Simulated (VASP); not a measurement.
Wanted: the native input for a VASP 6.6.1 run.

```
Task                   : relaxation of shape and atoms at fixed volume
Functional             : PBE
Potentials or basis    : VASP PAW PBE potentials, release 64 (Pr_3, Sc_sv, O), 4f in core
Cutoff                 : 600 eV
k mesh                 : 10 × 10 × 8
Occupations            : gaussian, width 0.1 eV
Spin                   : no spin polarisation
Dipole correction      : no
Further INCAR settings : ALGO = Normal; EDIFF = 1e-07; IBRION = 2; EDIFFG = -0.01; NSW = 50; ISIF = 4
```

The structure of PrScO lies in POSCAR:

```
PrScO
1.0
    3.6335196255      0.0000000000      0.0000000000
    0.0000000000      3.6335196255      0.0000000000
    0.0000000000      0.0000000000      4.1570581245
Pr Sc O
1 1 1
Direct
    0.0000000000      0.0000000000      0.5000000000
    0.5000000000      0.5000000000      0.0000000000
    0.5000000000      0.5000000000      0.5000000000
```

These files were run (other wordings do the same):

INCAR

```
ALGO = Normal ; EDIFF = 1E-7
EDIFFG = -0.01 ; ENCUT = 600
GGA = PE ; GGA_COMPAT = False
IBRION = 2 ; ISIF = 4
ISMEAR = 0 ; LASPH = True
LCHARG = False ; LMAXMIX = 6
LREAL = False ; LWAVE = False
NELM = 200 ; NELMIN = 4
NSW = 50 ; PREC = Accurate
SIGMA = 0.1
```

KPOINTS

```
k-points
0
Gamma
  10 10 8
```

Potentials or basis: VASP PAW PBE potentials, release 64 (Pr_3, Sc_sv, O), 4f in core.

The run is started by

```sh
$ cat potpaw_PBE.64/Pr_3/POTCAR potpaw_PBE.64/Sc_sv/POTCAR potpaw_PBE.64/O/POTCAR > POTCAR
$ mpirun -np 1 vasp_std > vasp.out
```

It gave:

```yaml
Energy_gained_by_relaxing: 1.2 meV/atom
Ionic_steps: 3
Pressure_after_relaxing: 6.3 GPa
Band_gap_on_the_k_mesh: zero (bands 14 and 15 overlap by 1.64 eV)
```

Caveat: spin-orbit coupling is left out, which moves the levels of the heavy elements; the 4f electrons are frozen in the core, so they carry no moment and show no levels; the run has no spin polarisation, though such a crystal can be magnetic.

Run time: 3.1 min on 1 thread of AMD EPYC 9R14 (Zen 4) (shared host), peak memory 0.26 GiB.
